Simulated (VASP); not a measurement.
# Si11HO24 (a cell with a defect) in VASP: further runs

Si11HO24 (a cell with a defect) is run at these levels: LDA, PBE; tasks: single point.

Everything below comes from runs of VASP 6.6.1. Logs are shortened: lines on timing, memory, paths and dates and some standing lists are left out, and cuts for length are marked.

**1. The cell of the first run**

The cell holds a defect, 36 atoms: a = 7.454 Å, b = 7.454 Å, c = 10.042 Å, α = 70.32°, β = 70.32°, γ = 71.37°.

**2. Single point, LDA, collinear spin**

INCAR

```
SYSTEM = Si11HO24
  PREC = Accurate
  ENCUT = 520
  EDIFF = 1E-6
  ISMEAR = -1
  SIGMA = 0.01
  LREAL = Auto
  LASPH = .TRUE.
  NELM = 200
  ALGO = Normal
  ISIF = 2
  LWAVE = .FALSE.
  LCHARG = .TRUE.
  ISPIN = 2
  MAGMOM = 0 0 0 0 0 0 0 0 0 0 0 0.04 0 0.01 0 0 0.75 0.43 0 0.01 0.01 -0.02 0.06 0 -0.09 0 0.01 0 0 0.01 0 -0.49 0 0.01 0.08 0
  LORBIT = 11
  NUPDOWN = 1.0
  LELF = .TRUE.
  LVHAR = .TRUE.
  NBANDS = 122
  GGA_COMPAT = .FALSE.
```

KPOINTS

```
Automatic mesh
0
Gamma
  1 1 1
  0.25 0.25 0.25
```

POSCAR

```
Si11HO24
1.0
   -2.5104095144      4.3481568267      5.5092742089
    5.0208190287      0.0000000000      5.5092742089
    5.0208190287      8.6963136534      0.0000000000
Si O H
11 24 1
Direct
    0.4026801359      0.9295752980      0.0342878180
    0.9005765608      0.4301604551      0.2797433569
   -0.0021904629      0.0008042526      0.2588975416
    0.5027985782      0.4995350438      0.0121094522
    0.0889831646      0.5741261239      0.4524749085
    0.5923625354      0.0715717138      0.2029416650
    0.4010310783      0.9403958006      0.5354254499
    0.9067958130      0.4254840804      0.7879782958
    0.0023502314     -0.0011424933      0.7618591167
    0.1050909811      0.5700803314      0.9459319431
    0.6044466619      0.0693538004      0.7034045375
    0.0460884927      0.4807816113      0.3443993878
    0.5574223678      0.9785130674      0.0914533554
    0.0664983964      0.8089107369      0.3847952390
    0.5665257381      0.3079430558      0.1389454677
    0.1783098606      0.0247922764      0.1123400242
    0.6688536336      0.5470884144      0.3351523074
    0.3037530514      0.4668979334      0.4887189504
    0.8149269657      0.9738307452      0.2196474364
    0.4325944747      0.6925714510      0.0746766423
    0.9334399520      0.1934603860      0.3211991301
    0.4318278898      0.0293334208      0.3599899401
    0.9452776794      0.5215045230      0.1035215253
    0.0701737987      0.4717700867      0.8378855714
    0.5640664902      0.9824500385      0.5889559173
    0.0793996512      0.8061742094      0.8837670039
    0.6070128640      0.2995139769      0.6368104155
    0.1767004577      0.0388765835      0.6124729036
    0.6871275303      0.5259563645      0.8689415067
    0.3248063902      0.4706594320      0.9675301981
    0.8229936885      0.9583957187      0.7265484850
    0.4421955650      0.6995612723      0.5872411261
    0.9316605887      0.1896976568      0.8275166646
    0.4394153285      0.0234376052      0.8584292840
    0.9376171288      0.5243391339      0.6128152144
    0.5000713417      0.3985540290      0.5991034649
```

Potentials or basis: VASP PAW LDA potentials, release 64 (Si, O, H).

Launch:

```bash
$ cat potpaw_LDA.64/Si/POTCAR potpaw_LDA.64/O/POTCAR potpaw_LDA.64/H/POTCAR > POTCAR
$ mpirun -np 1 vasp_std > vasp.out
```

OUTCAR:

```text
SYSTEM = Si11HO24
   PREC = Accurate
   ENCUT = 520
   EDIFF = 1E-6
   ISMEAR = -1
   LREAL = Auto
   LASPH = .TRUE.
   NELM = 200
   ISIF = 2
   ISPIN = 2
   LORBIT = 11
   NUPDOWN = 1.0

 ion  position               nearest neighbor table
   1  0.403  0.930  0.034-  34 1.63  16 1.63  13 1.63  20 1.63   3 3.11  11 3.11   4 3.12   6 3.12

   2  0.901  0.430  0.280-  12 1.63  23 1.63  21 1.63  17 1.66   3 3.11  10 3.14
   3  0.998  0.001  0.259-  19 1.63  21 1.63  16 1.63  14 1.63   6 3.11   1 3.11   2 3.11   5 3.11

   4  0.503  0.500  0.012-  15 1.62  29 1.63  20 1.63  30 1.63  10 3.10   8 3.11   6 3.11   1 3.12

   5  0.089  0.574  0.452-  14 1.63  35 1.63  12 1.63  18 1.65   3 3.11   8 3.13
   6  0.592  0.072  0.203-  13 1.62  19 1.63  22 1.63  15 1.63   7 3.10   3 3.11   4 3.11   1 3.12

   7  0.401  0.940  0.535-  22 1.62  28 1.63  25 1.63  32 1.65   9 3.08   6 3.10  11 3.13
   8  0.907  0.425  0.788-  29 1.62  24 1.63  33 1.63  35 1.63  10 3.10   4 3.11   9 3.11   5 3.13

   9  0.002  0.999  0.762-  31 1.63  26 1.63  33 1.63  28 1.63  11 3.06   7 3.08  10 3.10   8 3.11

  10  0.105  0.570  0.946-  24 1.62  30 1.62  26 1.63  23 1.64   4 3.10   8 3.10   9 3.10   2 3.14

  11  0.604  0.069  0.703-  27 1.62  31 1.63  34 1.64  25 1.64   9 3.06   1 3.11   7 3.13
  12  0.046  0.481  0.344-   2 1.63   5 1.63
  13  0.557  0.979  0.091-   6 1.62   1 1.63
  14  0.066  0.809  0.385-   5 1.63   3 1.63
  15  0.567  0.308  0.139-   4 1.62   6 1.63
  16  0.178  0.025  0.112-   1 1.63   3 1.63
  17  0.669  0.547  0.335-   2 1.66
  18  0.304  0.467  0.489-   5 1.65
  19  0.815  0.974  0.220-   6 1.63   3 1.63
  20  0.433  0.693  0.075-   4 1.63   1 1.63
  21  0.933  0.193  0.321-   2 1.63   3 1.63
  22  0.432  0.029  0.360-   7 1.62   6 1.63
  23  0.945  0.522  0.104-   2 1.63  10 1.64
  24  0.070  0.472  0.838-  10 1.62   8 1.63
  25  0.564  0.982  0.589-   7 1.63  11 1.64
  26  0.079  0.806  0.884-  10 1.63   9 1.63
  27  0.607  0.300  0.637-  36 0.98  11 1.62
  28  0.177  0.039  0.612-   7 1.63   9 1.63
  29  0.687  0.526  0.869-   8 1.62   4 1.63
  30  0.325  0.471  0.968-  10 1.62   4 1.63
  31  0.823  0.958  0.727-   9 1.63  11 1.63
  32  0.442  0.700  0.587-   7 1.65
  33  0.932  0.190  0.828-   8 1.63   9 1.63
  34  0.439  0.023  0.858-   1 1.63  11 1.64
  35  0.938  0.524  0.613-   5 1.63   8 1.63
  36  0.500  0.399  0.599-  27 0.98

  LATTYP: Found a base centered monoclinic cell.
 ALAT       =    12.1085520585
 B/A-ratio  =     0.7181959999
 C/A-ratio  =     0.8293013078
 COS(beta)  =    -0.4146506539

  Lattice vectors:

 A1 = (   2.5104095144,  -4.3481568267,  -5.5092742089)
 A2 = (  -5.0208190287,   0.0000000000,  -5.5092742089)
 A3 = (   5.0208190287,   8.6963136534,   0.0000000000)

Analysis of symmetry for initial positions (statically):
=====================================================================
 Subroutine PRICEL returns:
 Original cell was already a primitive cell.

 Routine SETGRP: Setting up the symmetry group for a
 base centered monoclinic supercell.

 Subroutine GETGRP returns: Found  1 space group operations
 (whereof  1 operations were pure point group operations)
 out of a pool of  4 trial point group operations.

The static configuration has the point symmetry C_1 .

Analysis of symmetry for dynamics (positions and initial velocities):
=====================================================================
 Subroutine PRICEL returns:
 Original cell was already a primitive cell.

 Routine SETGRP: Setting up the symmetry group for a
 base centered monoclinic supercell.

 Subroutine GETGRP returns: Found  1 space group operations
 (whereof  1 operations were pure point group operations)
 out of a pool of  4 trial point group operations.

The dynamic configuration has the point symmetry C_1 .

Analysis of structural, dynamic, and magnetic symmetry:
=====================================================================
 Subroutine PRICEL returns:
 Original cell was already a primitive cell.

 Routine SETGRP: Setting up the symmetry group for a
[... 43 lines left out ...]
  ---------------------------------------------------
  free energy    TOTEN  =      -294.78053944 eV

  energy without entropy =     -294.78053766  energy(sigma->0) =     -294.78053855

 E-fermi :   0.4043     XC(G=0):  -9.4027

 val. band max:        0.2868825305   @ k =   0.2500   0.2500   0.2500
 cond. band min:       0.5230517330   @ k =   0.2500   0.2500   0.2500
 fundamental gap:      0.2361692025
 Fermi energy:         0.4833874681

 spin component 1

 k-point     1 :       0.2500    0.2500    0.2500
  band No.  band energies     occupation
      1     -18.9988      1.00000
      2     -18.6350      1.00000
      3     -18.5703      1.00000
      4     -18.4113      1.00000
      5     -18.3774      1.00000
      6     -18.2987      1.00000
[... 98 lines left out ...]
    105       8.7806      0.00000
    106       8.8338      0.00000
 Fermi energy:         0.4042549786

 spin component 2

 k-point     1 :       0.2500    0.2500    0.2500
  band No.  band energies     occupation
      1     -18.9813      1.00000
      2     -18.6220      1.00000
      3     -18.5594      1.00000
      4     -18.3862      1.00000
      5     -18.3391      1.00000
      6     -18.3038      1.00000
[... 98 lines left out ...]
    105       8.7904      0.00000
    106       8.8607      0.00000
 [bands above 106 left out]

------------------------ aborting loop because EDIFF is reached ----------------------------------------

  FORCE on cell =-STRESS in cart. coord.  units (eV):
  Direction    XX          YY          ZZ          XY          YZ          ZX
  --------------------------------------------------------------------------------------
  -------------------------------------------------------------------------------------
  Total      -17.1930476    -17.0710015    -20.0269620      0.2875959     -0.4631940     -0.5952879
  in kB      -57.2570936    -56.8506500    -66.6947285      0.9577653     -1.5425504     -1.9824558
  external PRESSURE =     -60.2674907 kB  Pullay stress =       0.0000000 kB

 VOLUME and BASIS-vectors are now :
 -----------------------------------------------------------------------------
  energy-cutoff  :      520.00
  volume of cell :      481.10
      direct lattice vectors                 reciprocal lattice vectors
    -2.510409514  4.348156827  5.509274209    -0.099585346  0.057495626  0.090756056
     5.020819029  0.000000000  5.509274209     0.099585346 -0.057495626  0.090756056
     5.020819029  8.696313653  0.000000000     0.049792673  0.086243439 -0.045378028

 POSITION                                       TOTAL-FORCE (eV/Angst)
 -----------------------------------------------------------------------------------
      3.82849      2.04909      7.33976         0.031220      0.038634     -0.028895
      1.30348      6.34858      7.33140         0.061304     -0.003271     -0.157609
     -1.20099      6.59009      5.50164        -0.064205      0.108551     -0.045556
      1.30664      2.29155      5.52213         0.003734      0.048712      0.044202
      4.93099      4.32178      3.65325        -0.113429      0.488761      0.193596
     -0.10879      4.34053      3.65780        -0.032739     -0.011056     -0.008814
[... 28 lines left out ...]
      3.35564      9.40614      8.05432        -0.039782      0.200710      0.009403
      3.75367      7.38438      4.95077         0.416332     -0.594209      0.107520
 -----------------------------------------------------------------------------------
    total drift:                               -0.000085      0.012765     -0.000425

  FREE ENERGIE OF THE ION-ELECTRON SYSTEM (eV)
  ---------------------------------------------------
  free  energy   TOTEN  =      -294.7805394424 eV

  energy  without entropy=     -294.7805376562  energy(sigma->0) =     -294.78053855

 total charge

# of ion       s       p       d       tot
------------------------------------------
    1        0.642   0.986   0.000   1.628
    2        0.652   0.991   0.000   1.643
    3        0.643   0.989   0.000   1.631
    4        0.643   0.992   0.000   1.635
    5        0.652   0.995   0.000   1.647
    6        0.642   0.988   0.000   1.631
[... 28 lines left out ...]
   35        1.540   3.646   0.000   5.186
   36        0.560   0.126   0.000   0.687
--------------------------------------------------
tot         44.721  97.637   0.000 142.358

 magnetization (x)

# of ion       s       p       d       tot
------------------------------------------
    1       -0.000  -0.000   0.000  -0.000
    2       -0.004  -0.007   0.000  -0.012
    3       -0.000  -0.000   0.000  -0.001
    4       -0.000   0.000   0.000   0.000
    5       -0.003  -0.006   0.000  -0.009
    6        0.000   0.000   0.000   0.000
[... 28 lines left out ...]
   35        0.001   0.081   0.000   0.082
   36       -0.000   0.000   0.000  -0.000
--------------------------------------------------
tot          0.008   0.801   0.000   0.810
```

Wall time 6.6 min (1 thread of Oxide Virtual Turin-like, shared host); peak memory 0.47 GiB.

Results:

```yaml
Free_energy: -294.7805 eV
Pressure: -6.0 GPa
Largest_force: 0.826 eV/Å
Net_moment: 1.00 μB per cell
Site_moments: Si -0.00, -0.01, +0.00, +0.01 (each value once); O +0.04, -0.00, +0.01, +0.00, +0.72, +0.39, -0.02, +0.06, -0.09, +0.02, -0.46, +0.08 (each value once); H -0.00 μB
Valence_electrons_inside_the_program's_atomic_spheres: Si 1.63, 1.64, 1.65 (each value once); O 5.19, 5.20, 4.83, 4.88, 5.17, 4.87 (each value once); H 0.69
```

Forces in eV/Å, atoms in the order of the input:
```
Si   0.031  0.039 -0.029
Si   0.061 -0.003 -0.158
Si  -0.064  0.109 -0.046
Si   0.004  0.049  0.044
Si  -0.113  0.489  0.194
Si  -0.033 -0.011 -0.009
Si  -0.230 -0.018 -0.207
Si  -0.040 -0.179  0.092
Si   0.047  0.037 -0.007
Si  -0.068 -0.077  0.020
Si  -0.069  0.069  0.026
O    0.247 -0.115 -0.133
O    0.271 -0.048 -0.112
O   -0.060 -0.371 -0.139
O   -0.164 -0.215 -0.138
O   -0.096  0.256 -0.099
O   -0.188  0.195  0.132
O    0.209 -0.251  0.001
O    0.280  0.003  0.131
O   -0.125 -0.269  0.151
O   -0.093 -0.286  0.135
O   -0.142  0.205  0.188
O   -0.189  0.236  0.141
O    0.324  0.037 -0.122
O    0.315  0.005 -0.052
O   -0.138 -0.226 -0.161
O   -0.538  0.485 -0.397
O   -0.110  0.287 -0.137
O   -0.097  0.259 -0.176
O    0.279  0.003  0.131
O    0.283 -0.005  0.165
O    0.174 -0.275  0.198
O   -0.149 -0.228  0.130
O   -0.196  0.208  0.125
O   -0.040  0.201  0.009
H    0.416 -0.594  0.108
```

Caveat: the k points lie up to 0.92 Å⁻¹ apart, too coarse for converged energies, forces and pressures; the total moment is fixed, so each spin has its own Fermi level and the state may be an excited one.

(Part 1 of 2 ends here.)
